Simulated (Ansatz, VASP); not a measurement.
One calculation of CoO, two programs

File INCAR:

```
SYSTEM = CoO
PREC = Accurate
ENCUT = 600
EDIFF = 1E-6
ISMEAR = -1
SIGMA = 0.05
LREAL = .False.
LASPH = .True.
NELM = 150
ALGO = Normal
ISIF = 3
LWAVE = .False.
LCHARG = .False.
ISPIN = 2
MAGMOM = 2 0
LORBIT = 11
LMAXMIX = 4
GGA = B5
ALDAX = 1.0
AGGAX = 1.0
AGGAC = 1.0
ALDAC = 0.0
IVDW = 13
VDW_S6 = 1.0
VDW_S8 = 2.34076671
VDW_A1 = 0.44488865
VDW_A2 = 4.0933009
IBRION = 2
NSW = 60
EDIFFG = -0.01
```

KPOINTS

```
regular mesh
0
Gamma
  11 11 11
  0 0 0
```

File POSCAR:

```
CoO
1.0
    0.0000000000      2.1315000000      2.1315000000
    2.1315000000      0.0000000000      2.1315000000
    2.1315000000      2.1315000000      0.0000000000
Co O
1 1
Direct
    0.0000000000      0.0000000000      0.0000000000
    0.5000000000      0.5000000000      0.5000000000
```

input.yaml

```yaml
crystal:
  lattice:
    - [0.0, 2.1315, 2.1315]
    - [2.1315, 0.0, 2.1315]
    - [2.1315, 2.1315, 0.0]
  atoms:
    - { symbol: Co, position: [0.0, 0.0, 0.0], spin: 2.0 }
    - { symbol: O, position: [0.5, 0.5, 0.5] }
hamiltonian:
  xc: blyp
  pseudopotentials: { kind: paw }
  dispersion: d4
magnetization:
  spin_polarized: true
kpoints:
  mp_grid: { grid: [11, 11, 11] }
scf:
  occupations: { method: fermi_dirac, width: 0.05 }
output:
  forces: true
  stress: true
  write_density: true
  write_potential: true
  elf: true
  volumetric_format: npy
relax:
  f_tol: 0.01
  max_steps: 40
  cell: { stress_tol: 0.05 }
```

Alike in both runs: task relaxation of cell and atoms; functional BLYP; dispersion D4; k mesh 11 × 11 × 11; occupations fermi-dirac, width 0.05 eV; collinear spin.

```csv
,VASP,Ansatz
version,VASP 6.6.1,Ansatz 0.2.0
potentials or method,"VASP PAW PBE potentials, release 64 (Co, O)",Ansatz PAW
plane-wave cutoff (eV),600,420
valence electrons in the cell,15,23
```

```csv
,VASP,Ansatz,Ansatz less VASP
"gap on the k mesh at the Fermi level, each at its own relaxed structure (eV)",none,none,-
net moment per atom (μB),1.34,1.39,+0.054
size of the moment on the site where the two differ most (μB),0.25,0.29,+0.043
relaxed volume (Å³/atom),9.52,9.59,+0.069
relaxed cell length with the largest relative difference (Å),2.997,3.004,+0.0072
```

VASP's potentials were made for PBE, not for BLYP. Site moments also hang on the region over which each program counts them. A gap of «none» marks a metal or a gap that the smearing closes. VASP's potentials hold 15 valence electrons a cell and Ansatz's 23, so a difference there can come from the potentials and not from the codes.

Noted on Ansatz's run: the plane-wave basis is chosen anew once the cell has moved, so the energies of steps on either side of that aren't comparable.
